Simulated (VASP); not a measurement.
Write the native input for VASP 6.6.1 that does the following.

```yaml
Task: single point
Functional: PBEsol-based screened hybrid with 25 % exact exchange
Potentials_or_basis: VASP PAW PBE potentials, release 64 (Al, N)
Cutoff: 520 eV
k_mesh: 6 × 6 × 6
Occupations: fermi-dirac, width 0.05 eV
Spin: no spin polarisation
Dipole_correction: no
Grid_for_exact_exchange_PRECFOCK: Normal
Share_of_exact_exchange: 0.25
Further_INCAR_settings: ALGO = Normal; EDIFF = 1e-06; NBANDS = 11
Screening_parameter: 0.207 1/Å
```

AlN:

```xyz
2
Lattice="0.0000 2.0345 2.0345 2.0345 0.0000 2.0345 2.0345 2.0345 0.0000" Properties=species:S:1:pos:R:3 pbc="T T T"
Al    2.0345    2.0345    2.0345
N     0.0000    0.0000    0.0000
```

These files were run (other wordings do the same):

POSCAR

```
AlN
1.0
    0.0000000000      2.0345180000      2.0345180000
    2.0345180000      0.0000000000      2.0345180000
    2.0345180000      2.0345180000      0.0000000000
Al N
1 1
Direct
    0.5000000000      0.5000000000      0.5000000000
    0.0000000000      0.0000000000      0.0000000000
```

INCAR.step1

```
SYSTEM = AlN
PREC = Accurate
ENCUT = 520
EDIFF = 1E-5
ISMEAR = -1
SIGMA = 0.05
LREAL = .False.
LASPH = .True.
NELM = 100
ALGO = Normal
ISIF = 2
LWAVE = .True.
LCHARG = .False.
NBANDS = 11
GGA = PE
```

INCAR.step2

```
SYSTEM = AlN
PREC = Accurate
ENCUT = 520
EDIFF = 1E-6
ISMEAR = -1
SIGMA = 0.05
LREAL = .False.
LASPH = .True.
NELM = 100
ALGO = Normal
ISIF = 2
LWAVE = .False.
LCHARG = .False.
GGA = PS
LHFCALC = .True.
AEXX = 0.25
HFSCREEN = 0.207
PRECFOCK = Normal
NBANDS = 11
ISTART = 1
```

KPOINTS

```
regular mesh
0
Gamma
  6 6 6
  0 0 0
```

Potentials or basis: VASP PAW PBE potentials, release 64 (Al, N).

The run is started by

```bash
$ cat potpaw_PBE.64/Al/POTCAR potpaw_PBE.64/N/POTCAR > POTCAR
$ cp INCAR.step1 INCAR
$ mpirun -np 1 vasp_std > vasp.out
$ cp INCAR.step2 INCAR
$ mpirun -np 1 vasp_std > vasp.out
```

Results of the run:

The pressure is -10.6 GPa. The band gap on the k mesh is 5.74 eV (least direct gap 6.91 eV).

Caveat: the k points lie up to 0.45 Å⁻¹ apart; the PAW data sets were made with another functional, which shifts forces and pressure a little.

Run time: 10 min on 1 thread of Intel Xeon 8259CL, on a shared host, peak memory 0.24 GiB.
